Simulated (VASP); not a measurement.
# Ag in VASP: relaxation of the atoms with PBEsol

Aim: the relaxation of the atoms of Ag with PBEsol.

Everything below comes from runs of VASP 6.6.1. Logs are shortened: lines on timing, memory, paths and dates and some standing lists are left out, and cuts for length are marked.

## 1. The cell of the first run

The cell holds a slab with vacuum, 6 atoms: a = 2.889 Å, b = 2.889 Å, c = 27.216 Å, α = 90.00°, β = 90.00°, γ = 90.00°.

## 2. Relaxation of the atoms, PBEsol

The input, INCAR:

```
SYSTEM = Ag
  ALGO = Normal
  DIPOL = 0.5 0.5 0.500
  EDIFF = 1E-6
  EDIFFG = -0.04
  ENCUT = 520
  GGA = PS
  IBRION = 2
  IDIPOL = 3
  ISIF = 2
  ISMEAR = 0
  LASPH = .TRUE.
  LCHARG = .FALSE.
  LDIPOL = .TRUE.
  LREAL = .FALSE.
  LUSENCCL = .FALSE.
  LWAVE = .FALSE.
  NELM = 80
  NSW = 60
  PREC = Accurate
  SIGMA = 0.1
```

The input, KPOINTS:

```
k-points
0
G
  9 9 1
  0 0 0
```

The input, POSCAR:

```
Ag
1.0
    2.8893797300      0.0000000000      0.0000000000
    0.0000000000      2.8893797300      0.0000000000
    0.0000000000      0.0000000000     27.2155002141
Ag
6
Selective dynamics
Direct
    0.5000000000      0.5000000000      0.3123220199  F F F
    0.0000000000      0.0000000000      0.3873932161  F F F
    0.5000000000      0.5000000000      0.4624644019  F F F
    0.0000000000      0.0000000000      0.5375355981  T T T
    0.5000000000      0.5000000000      0.6126067839  T T T
    0.0000000000      0.0000000000      0.6876779801  T T T
```

Potentials or basis: VASP PAW PBE potentials, release 64 (Ag).

Started as:

```sh
$ cat potpaw_PBE.64/Ag/POTCAR > POTCAR
$ mpirun -np 1 vasp_std > vasp.out
```

OUTCAR:

```text
SYSTEM = Ag
   EDIFF = 1E-6
   EDIFFG = -0.04
   ENCUT = 520
   GGA = PS
   IBRION = 2
   ISIF = 2
   ISMEAR = 0
   LASPH = .TRUE.
   LREAL = .FALSE.
   NELM = 80
   NSW = 60
   PREC = Accurate

 ion  position               nearest neighbor table
   1  0.500  0.500  0.312-   2 2.89   2 2.89   2 2.89   2 2.89
   2  0.000  0.000  0.387-   3 2.89   3 2.89   3 2.89   3 2.89   1 2.89   1 2.89   1 2.89   1 2.89

   3  0.500  0.500  0.462-   2 2.89   2 2.89   2 2.89   2 2.89   4 2.89   4 2.89   4 2.89   4 2.89

   4  0.000  0.000  0.538-   5 2.89   5 2.89   5 2.89   5 2.89   3 2.89   3 2.89   3 2.89   3 2.89

   5  0.500  0.500  0.613-   4 2.89   4 2.89   4 2.89   4 2.89   6 2.89   6 2.89   6 2.89   6 2.89

   6  0.000  0.000  0.688-   5 2.89   5 2.89   5 2.89   5 2.89

  LATTYP: Found a simple tetragonal cell.
 ALAT       =     2.8893797300
 C/A-ratio  =     9.4191496990

  Lattice vectors:

 A1 = (   2.8893797300,   0.0000000000,   0.0000000000)
 A2 = (   0.0000000000,   2.8893797300,   0.0000000000)
 A3 = (   0.0000000000,   0.0000000000,  27.2155002141)

Analysis of symmetry for initial positions (statically):
=====================================================================
 Subroutine PRICEL returns:
 Original cell was already a primitive cell.

 Routine SETGRP: Setting up the symmetry group for a
 simple tetragonal supercell.

 Subroutine GETGRP returns: Found 16 space group operations
 (whereof  8 operations were pure point group operations)
 out of a pool of 16 trial point group operations.

The static configuration has the point symmetry C_4v.
 The point group associated with its full space group is D_4h.

Analysis of symmetry for dynamics (positions and initial velocities):
=====================================================================
 Subroutine PRICEL returns:
 Original cell was already a primitive cell.

 Routine SETGRP: Setting up the symmetry group for a
 simple tetragonal supercell.

 Subroutine GETGRP returns: Found 16 space group operations
 (whereof  8 operations were pure point group operations)
 out of a pool of 16 trial point group operations.

The dynamic configuration has the point symmetry C_4v.
 The point group associated with its full space group is D_4h.

Analysis of constrained symmetry for selective dynamics:
[... 143 lines left out ...]
  energy-cutoff  :      520.00
  volume of cell :      227.21
 maximum number of plane-waves:      6171
 NGX is ok and might be reduce to    24
   NGX = 11   NGY = 11   NGZ =101

--------------------------------------- Ionic step        1  -------------------------------------------

 number of electron      65.9999984 magnetization

 Free energy of the ion-electron system (eV)
  ---------------------------------------------------
  ext. energy  EPLUGINS =         0.00000000
  ---------------------------------------------------
  free energy    TOTEN  =       -18.71208798 eV

  energy without entropy =      -18.70313722  energy(sigma->0) =      -18.70761260

------------------------ aborting loop because EDIFF is reached ----------------------------------------

  FORCE on cell =-STRESS in cart. coord.  units (eV):
  Direction    XX          YY          ZZ          XY          YZ          ZX
  --------------------------------------------------------------------------------------
  -------------------------------------------------------------------------------------
  Total       -3.2736221     -3.2736221     -1.9953252      0.0000000      0.0000000      0.0000000
  in kB      -23.0841328    -23.0841328    -14.0701495      0.0000000      0.0000000      0.0000000
  external PRESSURE =     -20.0794717 kB  Pullay stress =       0.0000000 kB
[... 101 lines left out ...]
  FREE ENERGIE OF THE ION-ELECTRON SYSTEM (eV)
  ---------------------------------------------------
  free  energy   TOTEN  =       -18.7221127187 eV

  energy  without entropy=      -18.7142566882  energy(sigma->0) =      -18.71818470

 vacuum level on the upper side and lower side of the slab       (xc-potential included)        -0.021         0.006

[... ionic steps 4 to 7 ...]

--------------------------------------- Ionic step        8  -------------------------------------------

 number of electron      65.9999983 magnetization

------------------------ aborting loop because EDIFF is reached ----------------------------------------
[... 69 lines left out ...]
  FREE ENERGIE OF THE ION-ELECTRON SYSTEM (eV)
  ---------------------------------------------------
  free  energy   TOTEN  =       -18.7277778158 eV

  energy  without entropy=      -18.7196814486  energy(sigma->0) =      -18.72372963

 dipolmoment           0.000000      0.000000      0.000052 electrons x Angstroem

--------------------------------------- Ionic step       10  -------------------------------------------

 number of electron      65.9999982 magnetization

 dipolmoment           0.000000      0.000000     -0.001309 electrons x Angstroem

 Free energy of the ion-electron system (eV)
  ---------------------------------------------------
  ext. energy  EPLUGINS =         0.00000000
  ---------------------------------------------------
  free energy    TOTEN  =       -18.72899926 eV

  energy without entropy =      -18.71990364  energy(sigma->0) =      -18.72445145

 E-fermi :   1.2356     XC(G=0):  -6.1757

 val. band max:        1.1620827789   @ k =   0.4444   0.2222   0.0000
 cond. band min:       1.2526563209   @ k =   0.4444   0.3333   0.0000
 fundamental gap:      0.0905735420
 Fermi energy:         1.2356296745

 k-point     1 :       0.0000    0.0000    0.0000
  band No.  band energies     occupation
      1      -6.3702      2.00000
      2      -5.6154      2.00000
      3      -5.1098      2.00000
      4      -4.9842      2.00000
      5      -4.8907      2.00000
      6      -4.6808      2.00000
[... 619 lines left out ...]
     38       7.8354      0.00000
     39       8.0528      0.00000

------------------------ aborting loop because EDIFF is reached ----------------------------------------

 vacuum level on the upper side and lower side of the slab       (xc-potential included)        -0.157        -0.162

  FORCE on cell =-STRESS in cart. coord.  units (eV):
  Direction    XX          YY          ZZ          XY          YZ          ZX
  --------------------------------------------------------------------------------------
  -------------------------------------------------------------------------------------
  Total       -2.5482316     -2.5482316     -0.8874174      0.0000000      0.0000000      0.0000000
  in kB      -17.9690003    -17.9690003     -6.2576743      0.0000000      0.0000000      0.0000000
  external PRESSURE =     -14.0652249 kB  Pullay stress =       0.0000000 kB
[... 21 lines left out ...]
  FREE ENERGIE OF THE ION-ELECTRON SYSTEM (eV)
  ---------------------------------------------------
  free  energy   TOTEN  =       -18.7289992564 eV

  energy  without entropy=      -18.7199036407  energy(sigma->0) =      -18.72445145

 reached required accuracy - stopping structural energy minimisation

 vacuum level on the upper side and lower side of the slab         5.555         5.547
```

OSZICAR:

```text
N       E                     dE             d eps       ncg     rms          rms(c)
DAV:   1     0.425201611669E+03    0.42520E+03   -0.31611E+04  1170   0.150E+03
DAV:   2    -0.650657539647E+01   -0.43171E+03   -0.41157E+03  1283   0.324E+02
DAV:   3    -0.203896260412E+02   -0.13883E+02   -0.13607E+02  1318   0.574E+01
DAV:   4    -0.205858309359E+02   -0.19620E+00   -0.19612E+00  1341   0.706E+00
[... 101 lines left out ...]
DAV:   6    -0.187290002681E+02    0.33091E-04   -0.11843E-03  1234   0.370E-01    0.260E-02
DAV:   7    -0.187290018077E+02   -0.15396E-05   -0.79251E-05  1344   0.754E-02    0.217E-02
DAV:   8    -0.187289969281E+02    0.48796E-05   -0.33259E-05  1241   0.357E-02    0.806E-03
DAV:   9    -0.187289989053E+02   -0.19771E-05   -0.11567E-06   739   0.937E-03    0.407E-03
DAV:  10    -0.187289992564E+02   -0.35114E-06   -0.37224E-07   725   0.789E-03
  10 F= -.18728999E+02 E0= -.18724451E+02  d E =-.434429E-02
```

CONTCAR:

```text
Ag
    1.000000000000000
     2.8893797299999999    0.0000000000000000    0.0000000000000000
     0.0000000000000000    2.8893797299999999    0.0000000000000000
     0.0000000000000000    0.0000000000000000   27.2155002141000004
  Ag
     6
Selective dynamics
Direct
     0.5000000000000000    0.5000000000000000    0.3123220199000016   F   F   F
     0.0000000000000000    0.0000000000000000    0.3873932161000013   F   F   F
     0.5000000000000000    0.5000000000000000    0.4624644019000002   F   F   F
     0.0000000000000000    1.0000000000000000    0.5362631204505206   T   T   T
     0.5000000000000000    0.5000000000000000    0.6100461756399627   T   T   T
     0.0000000000000000    1.0000000000000000    0.6821469067115795   T   T   T

  0.00000000E+00  0.00000000E+00  0.00000000E+00
  0.00000000E+00  0.00000000E+00  0.00000000E+00
  0.00000000E+00  0.00000000E+00  0.00000000E+00
  0.00000000E+00  0.00000000E+00  0.00000000E+00
  0.00000000E+00  0.00000000E+00  0.00000000E+00
  0.00000000E+00  0.00000000E+00  0.00000000E+00
```

Wall time 7.4 min (1 × NVIDIA H100 80GB with 1 thread of Intel Xeon Platinum 8481C at 2.70GHz (Sapphire Rapids), shared host); peak memory 1.3 GiB.

Results:

- Free energy: -18.7290 eV
- Energy gained by relaxing: 2.8 meV/atom
- Ionic steps: 10
- Band gap on the k mesh: zero (bands 33 and 34 overlap by 5.09 eV)

Step by step:
| step | energy change (eV) | largest force on free atoms (eV/Å) | pressure (GPa) |
| --- | --- | --- | --- |
| 1 | 0.0000 | 0.2979 | -2.01 |
| 2 | -0.0049 | 0.2325 | -1.95 |
| 3 | -0.0100 | 0.0929 | -1.82 |
| 4 | -0.0101 | 0.1202 | -1.80 |
| 5 | -0.0114 | 0.0942 | -1.77 |
| 6 | -0.0125 | 0.0716 | -1.71 |
| 7 | -0.0126 | 0.0870 | -1.70 |
| 8 | -0.0135 | 0.0771 | -1.67 |
| 9 | -0.0157 | 0.0493 | -1.59 |
| 10 | -0.0169 | 0.0334 | -1.41 |

Final structure:
```yaml
crystal:
  lattice:
    - [2.88938, 0.00000, 0.00000]
    - [0.00000, 2.88938, 0.00000]
    - [0.00000, 0.00000, 27.21550]
  atoms:
    - { symbol: Ag, position: [0.50000, 0.50000, 0.31232] }
    - { symbol: Ag, position: [0.00000, 0.00000, 0.38739] }
    - { symbol: Ag, position: [0.50000, 0.50000, 0.46246] }
    - { symbol: Ag, position: [0.00000, 0.00000, 0.53626] }
    - { symbol: Ag, position: [0.50000, 0.50000, 0.61005] }
    - { symbol: Ag, position: [0.00000, 0.00000, 0.68215] }
```

Levels at points of the mesh, in eV from the Fermi level:
```tsv
k point	band 31	band 32	band 33	band 34	band 35	band 36	band 37	band 38
(0.00, 0.00, 0.00)	-2.83	-2.79	-2.70	-2.70	-1.20	0.61	1.60	4.36
```

Caveat: the PAW data sets were made with another functional, which shifts forces and pressure a little.

The gap in the log of VASP goes by the Fermi energy; the results here count the filled bands.